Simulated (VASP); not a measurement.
A run of VASP 6.6.1 is set up as follows.

The input INCAR:

```
PREC = Accurate ; ENCUT = 520
EDIFF = 1E-8 ; ISMEAR = -1
SIGMA = 0.1 ; LREAL = False
LASPH = True ; NELM = 80
ALGO = Normal ; ISIF = 2
LWAVE = False ; LCHARG = True
NBANDS = 15 ; IBRION = 8
NSW = 1
```

Contents of KPOINTS:

```
Automatic mesh
0
Gamma
  12 12 10
```

POSCAR

```
TaN
1.0
    2.9380000000      0.0000000000      0.0000000000
   -1.4690000000      2.5443826400      0.0000000000
    0.0000000000      0.0000000000      2.8830000000
Ta N
1 1
Direct
    0.3333333300      0.6666666700      0.5000000000
    0.0000000000      0.0000000000      0.0000000000
```

Potentials or basis: VASP PAW LDA potentials, release 64 (Ta_pv, N).

Launch:

```bash
$ cat potpaw_LDA.64/Ta_pv/POTCAR potpaw_LDA.64/N/POTCAR > POTCAR
$ mpirun -np 1 vasp_std > vasp.out
```

(1) What does it give for the highest phonon frequency at Γ?

Results:

(1) 531 cm⁻¹.

Caveat: the cell stands under pressure or tension, which shifts response properties.
